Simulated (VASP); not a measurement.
# Mg2CdSe3 (P6_3mc) in VASP: a series of runs

Mg2CdSe3 is run at these levels: PBE; tasks: single point.

Program: VASP 6.6.1. These are calculated values, not measurements. Logs are shortened: lines on timing, memory, paths and dates and some standing lists are left out, and cuts for length are marked.

**1. The cell of the first run**

The structure is hexagonal, space group P6_3mc (No. 186). Conventional cell: a = 4.083 Å, b = 4.083 Å, c = 19.779 Å, α = 90.00°, β = 90.00°, γ = 120.00°. Mg (site symmetry 3m) has 4 Se at 2.49 Å within 3.3 Å. Within 3.3 Å of Mg (site symmetry 3m) lie 4 Se at 2.49 Å. Within 3.3 Å of Cd (site symmetry 3m) lie 4 Se at 2.49 Å. Within 3.3 Å of Se (site symmetry 3m) lie 4 Mg at 2.49 Å. Se (site symmetry 3m) has 3 Mg at 2.49 Å and 1 Cd at 2.49 Å within 3.3 Å. Se (site symmetry 3m) has 3 Cd at 2.49 Å and 1 Mg at 2.49 Å within 3.3 Å.

**2. Single point, PBE**

Contents of INCAR:

```
SYSTEM = Mg2CdSe3
  PREC = Accurate
  ENCUT = 520
  EDIFF = 1E-7
  ISMEAR = 0
  SIGMA = 0.1
  LREAL = .False.
  LASPH = .True.
  NELM = 60
  ALGO = Normal
  ISIF = 2
  LWAVE = .False.
  LCHARG = .False.
  GGA = PE
  NBANDS = 46
```

Contents of KPOINTS:

```
regular mesh
0
Gamma
  6 6 1
  0 0 0
```

Contents of POSCAR:

```
Mg2CdSe3
1.0
    4.0828309900      0.0000000000      0.0000000000
   -2.0414155000      3.5358353600      0.0000000000
    0.0000000000      0.0000000000     19.7785547400
Mg Cd Se
4 2 6
Direct
    0.6666666700      0.3333333300      0.1661040800
    0.6666666700      0.3333333300      0.8327707400
    0.3333333300      0.6666666700      0.3327707400
    0.3333333300      0.6666666700      0.6661040800
    0.6666666700      0.3333333300      0.4994374100
    0.3333333300      0.6666666700      0.9994374100
    0.6666666700      0.3333333300      0.2922292600
    0.6666666700      0.3333333300      0.6255625900
    0.6666666700      0.3333333300      0.9588959200
    0.3333333300      0.6666666700      0.1255625900
    0.3333333300      0.6666666700      0.4588959200
    0.3333333300      0.6666666700      0.7922292600
```

Potentials or basis: VASP PAW PBE potentials, release 64 (Mg, Cd, Se).

On the command line:

```console
$ cat potpaw_PBE.64/Mg/POTCAR potpaw_PBE.64/Cd/POTCAR potpaw_PBE.64/Se/POTCAR > POTCAR
$ mpirun -np 1 vasp_std > vasp.out
```

OUTCAR:

```text
SYSTEM = Mg2CdSe3
   PREC = Accurate
   ENCUT = 520
   EDIFF = 1E-7
   ISMEAR = 0
   LREAL = .False.
   LASPH = .True.
   NELM = 60
   ISIF = 2
   GGA = PE

 ion  position               nearest neighbor table
   1  0.667  0.333  0.166-  10 2.49  10 2.49  10 2.49   7 2.49
   2  0.667  0.333  0.833-  12 2.49  12 2.49  12 2.49   9 2.49
   3  0.333  0.667  0.333-   7 2.49   7 2.49   7 2.49  11 2.49
   4  0.333  0.667  0.666-   8 2.49   8 2.49   8 2.49  12 2.49
   5  0.667  0.333  0.499-  11 2.49  11 2.49  11 2.49   8 2.49
   6  0.333  0.667  0.999-   9 2.49   9 2.49   9 2.49  10 2.49
   7  0.667  0.333  0.292-   3 2.49   3 2.49   3 2.49   1 2.49
   8  0.667  0.333  0.626-   4 2.49   4 2.49   4 2.49   5 2.49
   9  0.667  0.333  0.959-   6 2.49   6 2.49   6 2.49   2 2.49
  10  0.333  0.667  0.126-   1 2.49   1 2.49   1 2.49   6 2.49
  11  0.333  0.667  0.459-   5 2.49   5 2.49   5 2.49   3 2.49
  12  0.333  0.667  0.792-   2 2.49   2 2.49   2 2.49   4 2.49

  LATTYP: Found a hexagonal cell.
 ALAT       =     4.0828309900
 C/A-ratio  =     4.8443236540

  Lattice vectors:

 A1 = (   4.0828309900,   0.0000000000,   0.0000000000)
 A2 = (  -2.0414155000,   3.5358353600,   0.0000000000)
 A3 = (   0.0000000000,   0.0000000000,  19.7785547400)

Analysis of symmetry for initial positions (statically):
=====================================================================
 Subroutine PRICEL returns:
 Original cell was already a primitive cell.

 Routine SETGRP: Setting up the symmetry group for a
 hexagonal supercell.

 Subroutine GETGRP returns: Found 12 space group operations
 (whereof  6 operations were pure point group operations)
 out of a pool of 24 trial point group operations.

The static configuration has the point symmetry C_3v.
 The point group associated with its full space group is C_6v.

Analysis of symmetry for dynamics (positions and initial velocities):
=====================================================================
 Subroutine PRICEL returns:
 Original cell was already a primitive cell.

 Routine SETGRP: Setting up the symmetry group for a
 hexagonal supercell.

 Subroutine GETGRP returns: Found 12 space group operations
 (whereof  6 operations were pure point group operations)
 out of a pool of 24 trial point group operations.

The dynamic configuration has the point symmetry C_3v.
 The point group associated with its full space group is C_6v.

 Subroutine INISYM returns: Found 12 space group operations
 (whereof  6 operations are pure point group operations),
 and found     1 'primitive' translations

----------------------------------------------------------------------------------------

                                     Primitive cell

  volume of cell :     285.5275

  direct lattice vectors                    reciprocal lattice vectors
     4.082830990  0.000000000  0.000000000     0.244928091  0.141409299  0.000000000
    -2.041415500  3.535835360  0.000000000     0.000000000  0.282818598  0.000000000
     0.000000000  0.000000000 19.778554740     0.000000000  0.000000000  0.050559812

  length of vectors
     4.082830990  4.082830995 19.778554740     0.282818599  0.282818598  0.050559812

  position of ions in fractional coordinates (direct lattice)
     0.666666670  0.333333330  0.166104080
     0.666666670  0.333333330  0.832770740
     0.333333330  0.666666670  0.332770740
     0.333333330  0.666666670  0.666104080
     0.666666670  0.333333330  0.499437410
     0.333333330  0.666666670  0.999437410
     0.666666670  0.333333330  0.292229260
     0.666666670  0.333333330  0.625562590
     0.666666670  0.333333330  0.958895920
     0.333333330  0.666666670  0.125562590
     0.333333330  0.666666670  0.458895920
     0.333333330  0.666666670  0.792229260

  ion indices of the primitive-cell ions
   primitive index   ion index
                 1           1
                 2           2
                 3           3
                 4           4
                 5           5
                 6           6
                 7           7
                 8           8
                 9           9
                10          10
                11          11
                12          12

----------------------------------------------------------------------------------------

 KPOINTS: regular mesh

Automatic generation of k-mesh.
 Grid dimensions read from file:
 generate k-points for:    6    6    1

 Generating k-lattice:

  Cartesian coordinates                     Fractional coordinates (reciprocal lattice)
     0.040821348  0.023568217  0.000000000     0.166666667  0.000000000  0.000000000
     0.000000000  0.047136433  0.000000000     0.000000000  0.166666667  0.000000000
     0.000000000  0.000000000  0.050559812     0.000000000  0.000000000  1.000000000

  Length of vectors
     0.047136433  0.047136433  0.050559812

  Shift w.r.t. Gamma in fractional coordinates (k-lattice)
     0.000000000  0.000000000  0.000000000

 Subroutine IBZKPT returns following result:
 ===========================================

 Found      7 irreducible k-points:

 Following reciprocal coordinates:
            Coordinates               Weight
  0.000000  0.000000  0.000000      1.000000
  0.166667  0.000000  0.000000      6.000000
  0.333333  0.000000  0.000000      6.000000
  0.500000  0.000000  0.000000      3.000000
  0.166667  0.166667  0.000000      6.000000
  0.333333  0.166667  0.000000     12.000000
  0.333333  0.333333  0.000000      2.000000
   k-points           NKPTS =      7   k-points in BZ     NKDIM =      7   number of bands    NBANDS=     46
   number of dos      NEDOS =    301   number of ions     NIONS =     12
   total plane-waves  NPLWV = 135000
   dimension x,y,z NGX =    30 NGY =   30 NGZ =  150
   dimension x,y,z NGXF=    60 NGYF=   60 NGZF=  300
   ions per type =               4   2   6
   NGX,Y,Z   is equivalent  to a cutoff of  12.22, 12.22, 12.61 a.u.
   NGXF,Y,Z  is equivalent  to a cutoff of  24.43, 24.43, 25.22 a.u.
 SYSTEM =  Mg2CdSe3
   PREC   = accura    normal or accurate (medium, high low for compatibility)
   ISTART =      0    job   : 0-new  1-cont  2-samecut
   ICHARG =      2    charge: 1-file 2-atom 10-const
   ISPIN  =      1    spin polarized calculation?
   LNONCOLLINEAR =      F non collinear calculations
   LSORBIT =      F    spin-orbit coupling
   LASPH  =      T    aspherical Exc in radial PAW
   ENCUT  =  520.0 eV  38.22 Ry    6.18 a.u.   7.59  7.59 36.78*2*pi/ulx,y,z
   NELM   =     60;   NELMIN=  2; NELMDL= -5     # of ELM steps
   EDIFF  = 0.1E-06   stopping-criterion for ELM
   LREAL  =      F    real-space projection
   EDIFFG = 0.1E-05   stopping-criterion for IOM
   NSW    =      0    number of steps for IOM
   IBRION =     -1    ionic relax: 0-MD 1-quasi-New 2-CG
   NFREE  =      0    steps in history (QN), initial steepest desc. (CG)
   ISIF   =      2    stress and relaxation
   ISYM   =      2    0-nonsym 1-usesym 2-fastsym
   POTIM  = 0.5000    time-step for ionic-motion
   TEBEG  =    0.0;   TEEND  =   0.0 temperature during run
   PSTRESS=    0.0 pullay stress
   NELECT =      68.0000    total number of electrons
   NUPDOWN=      -1.0000    fix difference up-down
   EMIN   =  10.00;   EMAX   =-10.00  energy-range for DOS
   EFERMI =   0.00;   METHOD = LEGACY
   ISMEAR =     0;   SIGMA  =   0.10  broadening in eV -4-tet -1-fermi 0-gaus
   EFERMI_NEDOS =   21; number of points for ismear=-14 and -15
   IALGO  =     38    algorithm
   IMIX   =      4    mixing-type and parameters
     AMIX     =   0.40;   BMIX     =  1.00
     AMIX_MAG =   1.60;   BMIX_MAG =  1.00
  volume/ion in A,a.u.               =      23.79       160.57
  Fermi-wavevector in a.u.,A,eV,Ry     =   1.014756  1.917612 14.010335  1.029731
  Thomas-Fermi vector in A             =   2.148003
   LORBIT       =      0    0 simple, 1 ext, 2 COOP (PROOUT), +10 PAW based schemes
   GGA     = PE    functional components
   LHFCALC =     F    Hartree Fock is set to
   AEXX    =    0.0000 exact exchange contribution
   IVDW    =     0    specifies the selected vdW correction
   LEPSILON=     F    determine dielectric tensor
   LRPA    =     F    only Hartree local field effects (RPA)
 non-spin polarized calculation
 Gauss-broadening in eV      SIGMA  =   0.10
  energy-cutoff  :      520.00
  volume of cell :      285.53
 maximum number of plane-waves:      7715
   NGX = 15   NGY = 15   NGZ = 73

 number of electron      68.0000013 magnetization

 Free energy of the ion-electron system (eV)
  ---------------------------------------------------
  ext. energy  EPLUGINS =         0.00000000
  ---------------------------------------------------
  free energy    TOTEN  =       -39.50789218 eV

  energy without entropy =      -39.50789218  energy(sigma->0) =      -39.50789218

 E-fermi :   2.4056     XC(G=0):  -8.9259

 val. band max:        1.9447964645   @ k =   0.0000   0.0000   0.0000
 cond. band min:       4.0025692509   @ k =   0.0000   0.0000   0.0000
 fundamental gap:      2.0577727864
 Fermi energy:         2.4056116615

 k-point     1 :       0.0000    0.0000    0.0000
  band No.  band energies     occupation
      1     -10.9783      2.00000
      2     -10.9374      2.00000
      3     -10.5850      2.00000
      4     -10.4813      2.00000
      5     -10.1864      2.00000
      6     -10.1233      2.00000
[... 38 lines left out ...]
     45       8.3137      0.00000
     46       8.4469      0.00000

 k-point     2 :       0.1667    0.0000    0.0000
  band No.  band energies     occupation
      1     -10.8640      2.00000
      2     -10.8325      2.00000
      3     -10.4685      2.00000
      4     -10.3901      2.00000
      5     -10.0935      2.00000
      6     -10.0473      2.00000
[... 38 lines left out ...]
     45       8.0255      0.00000
     46       8.4145      0.00000

 k-point     3 :       0.3333    0.0000    0.0000
  band No.  band energies     occupation
      1     -10.6271      2.00000
      2     -10.6163      2.00000
      3     -10.2094      2.00000
      4     -10.1856      2.00000
      5      -9.9021      2.00000
      6      -9.8910      2.00000
[... 38 lines left out ...]
     45       8.0964      0.00000
     46       8.7076      0.00000

 k-point     4 :       0.5000    0.0000    0.0000
  band No.  band energies     occupation
      1     -10.5077      2.00000
      2     -10.5054      2.00000
      3     -10.0631      2.00000
      4     -10.0620      2.00000
      5      -9.8106      2.00000
      6      -9.8080      2.00000
[... 38 lines left out ...]
     45       7.6568      0.00000
     46       8.4956      0.00000

 k-point     5 :       0.1667    0.1667    0.0000
  band No.  band energies     occupation
      1     -10.6875      2.00000
      2     -10.6715      2.00000
      3     -10.2787      2.00000
      4     -10.2412      2.00000
      5      -9.9503      2.00000
      6      -9.9305      2.00000
[... 38 lines left out ...]
     45       7.7889      0.00000
     46       7.8572      0.00000

 k-point     6 :       0.3333    0.1667    0.0000
  band No.  band energies     occupation
      1     -10.5099      2.00000
      2     -10.5073      2.00000
      3     -10.0668      2.00000
      4     -10.0652      2.00000
      5      -9.8097      2.00000
      6      -9.8074      2.00000
[... 38 lines left out ...]
     45       8.3336      0.00000
     46       8.3697      0.00000

 k-point     7 :       0.3333    0.3333    0.0000
  band No.  band energies     occupation
      1     -10.4540      2.00000
      2     -10.4540      2.00000
      3      -9.9964      2.00000
      4      -9.9964      2.00000
      5      -9.7645      2.00000
      6      -9.7645      2.00000
[... 38 lines left out ...]
     45       8.7632      0.00000
     46       8.8138      0.00000

------------------------ aborting loop because EDIFF is reached ----------------------------------------

  FORCE on cell =-STRESS in cart. coord.  units (eV):
  Direction    XX          YY          ZZ          XY          YZ          ZX
  --------------------------------------------------------------------------------------
  -------------------------------------------------------------------------------------
  Total       18.8564116     18.8564117     19.0044747     -0.0000000      0.0000000      0.0000000
  in kB      105.8087641    105.8087643    106.6395888     -0.0000001      0.0000000      0.0000000
  external PRESSURE =     106.0857057 kB  Pullay stress =       0.0000000 kB

 VOLUME and BASIS-vectors are now :
 -----------------------------------------------------------------------------
  energy-cutoff  :      520.00
  volume of cell :      285.53
      direct lattice vectors                 reciprocal lattice vectors
     4.082830990  0.000000000  0.000000000     0.244928091  0.141409299  0.000000000
    -2.041415500  3.535835360  0.000000000     0.000000000  0.282818598  0.000000000
     0.000000000  0.000000000 19.778554740     0.000000000  0.000000000  0.050559812

 POSITION                                       TOTAL-FORCE (eV/Angst)
 -----------------------------------------------------------------------------------
      2.04142      1.17861      3.28530        -0.000000      0.000000      0.002619
      2.04142      1.17861     16.47100        -0.000000      0.000000     -0.056746
     -0.00000      2.35722      6.58172        -0.000000      0.000000     -0.056746
     -0.00000      2.35722     13.17458         0.000000     -0.000000      0.002619
      2.04142      1.17861      9.87815        -0.000000      0.000000      0.014001
     -0.00000      2.35722     19.76743         0.000000     -0.000000      0.014001
      2.04142      1.17861      5.77987         0.000000      0.000000      0.011723
      2.04142      1.17861     12.37272        -0.000000     -0.000000      0.917686
      2.04142      1.17861     18.96558         0.000000      0.000000     -0.889284
     -0.00000      2.35722      2.48345         0.000000      0.000000      0.917686
     -0.00000      2.35722      9.07630        -0.000000     -0.000000     -0.889284
     -0.00000      2.35722     15.66915        -0.000000      0.000000      0.011723
 -----------------------------------------------------------------------------------
    total drift:                               -0.000026      0.000015      0.001230

  FREE ENERGIE OF THE ION-ELECTRON SYSTEM (eV)
  ---------------------------------------------------
  free  energy   TOTEN  =       -39.5078921768 eV

  energy  without entropy=      -39.5078921768  energy(sigma->0) =      -39.50789218
```

Wall time 98 s (1 thread of Intel Xeon 6975P-C (Granite Rapids), shared host); peak memory 0.37 GiB.

What came out:

```
Free energy            : -39.5079 eV
Pressure               : 10.6 GPa
Largest force          : 0.918 eV/Å
Band gap on the k mesh : 2.06 eV
```

Forces in eV/Å, atoms in the order of the input:
```
Mg   0.000  0.000  0.003
Mg   0.000  0.000 -0.057
Mg   0.000  0.000 -0.057
Mg   0.000  0.000  0.003
Cd   0.000  0.000  0.014
Cd   0.000  0.000  0.014
Se   0.000  0.000  0.012
Se   0.000  0.000  0.918
Se   0.000  0.000 -0.889
Se   0.000  0.000  0.918
Se   0.000  0.000 -0.889
Se   0.000  0.000  0.012
```

Stress tensor (GPa, compression positive):
```
10.58  0.00  0.00
 0.00 10.58  0.00
 0.00  0.00 10.66
```

Caveat: the cell stands under pressure.

**3. Single point, PBE**

This run uses another cell than the first one, of 27.77 Å³/atom.

Contents of INCAR:

```
SYSTEM = Mg2CdSe3
PREC = Accurate
ENCUT = 520
EDIFF = 1E-6
ISMEAR = 0
SIGMA = 0.1
LREAL = .False.
LASPH = .True.
NELM = 60
ALGO = Normal
ISIF = 2
LWAVE = .False.
LCHARG = .False.
GGA = PE
NBANDS = 46
```

KPOINTS is that of step 2.

Contents of POSCAR:

```
Mg2CdSe3
1.0
    4.2962871669      0.0000000030      0.0000000000
   -2.1481435861      3.7206938269      0.0000000000
    0.0000000000      0.0000000000     20.8475385204
Mg Cd Se
4 2 6
Direct
    0.6666666667      0.3333333333      0.1673511219
    0.6666666667      0.3333333333      0.8304095494
    0.3333333333      0.6666666667      0.3304095494
    0.3333333333      0.6666666667      0.6673511219
    0.6666666667      0.3333333333      0.5007707520
    0.3333333333      0.6666666667      1.0007707520
    0.6666666667      0.3333333333      0.2919692986
    0.6666666667      0.3333333333      0.6293691666
    0.6666666667      0.3333333333      0.9551301115
    0.3333333333      0.6666666667      0.1293691666
    0.3333333333      0.6666666667      0.4551301115
    0.3333333333      0.6666666667      0.7919692986
```

Potentials or basis: VASP PAW PBE potentials, release 64 (Mg, Cd, Se).

On the command line:

```console
$ cat potpaw_PBE.64/Mg/POTCAR potpaw_PBE.64/Cd/POTCAR potpaw_PBE.64/Se/POTCAR > POTCAR
$ mpirun -np 1 vasp_std > vasp.out
```

Run time: 1.8 min. Hardware: 1 thread of Intel Xeon 6975P-C (Granite Rapids), shared host; peak memory 0.44 GiB.

It converged, with:

* Free energy: -41.0510 eV
* Pressure: 0.2 GPa
* Largest force: 0.038 eV/Å
* Band gap on the k mesh: 1.56 eV

Forces in eV/Å, atoms in the order of the input:
```
Mg   0.000  0.000  0.005
Mg   0.000  0.000 -0.018
Mg   0.000  0.000 -0.018
Mg   0.000  0.000  0.005
Cd   0.000  0.000  0.023
Cd   0.000  0.000  0.023
Se   0.000  0.000  0.004
Se   0.000  0.000  0.025
Se   0.000  0.000 -0.038
Se   0.000  0.000  0.025
Se   0.000  0.000 -0.038
Se   0.000  0.000  0.004
```

Levels at points of the mesh, in eV from the valence-band top:
```
           k point  band 30  band 31  band 32  band 33  band 34  band 35  band 36  band 37  band 38  band 39
(0.00, 0.00, 0.00)    -0.21    -0.02    -0.02     0.00     0.00     1.56     2.38     3.09     3.14     3.35
(0.50, 0.00, 0.00)    -1.08    -1.07    -0.88    -0.81    -0.67     2.90     3.49     3.50     3.80     3.88
```
